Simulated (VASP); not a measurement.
Wanted: the native input for a VASP 6.6.1 run.

| Quantity | Value |
| --- | --- |
| Task | single point |
| Functional | PBEsol |
| Potentials or basis | VASP PAW PBE potentials, release 64 (Mg, S) |
| Cutoff | 520 eV |
| k mesh | 8 × 8 × 8 |
| Occupations | gaussian, width 0.01 eV |
| Spin | no spin polarisation |
| Dipole correction | no |
| Further INCAR settings | ALGO = Normal; EDIFF = 1e-07; NBANDS = 11 |

The structure of MgS lies in POSCAR:

```
MgS
1.0
    0.0000000000      2.5780062131      2.5780062131
    2.5780062131      0.0000000000      2.5780062131
    2.5780062131      2.5780062131      0.0000000000
Mg S
1 1
Direct
    0.0000000000      0.0000000000      0.0000000000
    0.5000000000      0.5000000000      0.5000000000
```

These files were run (other wordings do the same):

INCAR

```
ALGO = Normal
EDIFF = 1E-7
ENCUT = 520
GGA = PS
ISIF = 2
ISMEAR = 0
LASPH = T
LCHARG = T
LELF = T
LREAL = F
LVHAR = T
LWAVE = F
NBANDS = 11
NELM = 100
PREC = Accurate
SIGMA = 0.01
```

KPOINTS

```
k-points
0
Gamma
  8 8 8
```

Potentials or basis: VASP PAW PBE potentials, release 64 (Mg, S).

Run with:

```bash
$ cat potpaw_PBE.64/Mg/POTCAR potpaw_PBE.64/S/POTCAR > POTCAR
$ mpirun -np 1 vasp_std > vasp.out
```

Results of the run:

```yaml
Pressure: 1.0 GPa
Band_gap_on_the_k_mesh: 2.76 eV, indirect (least direct gap 3.81 eV)
```

Caveat: the PAW data sets were made with another functional, which shifts forces and pressure a little.

It used 6.2 s of CPU time on 1 thread of Intel(R) Xeon(R) Platinum 8559C (Emerald Rapids) (shared host).
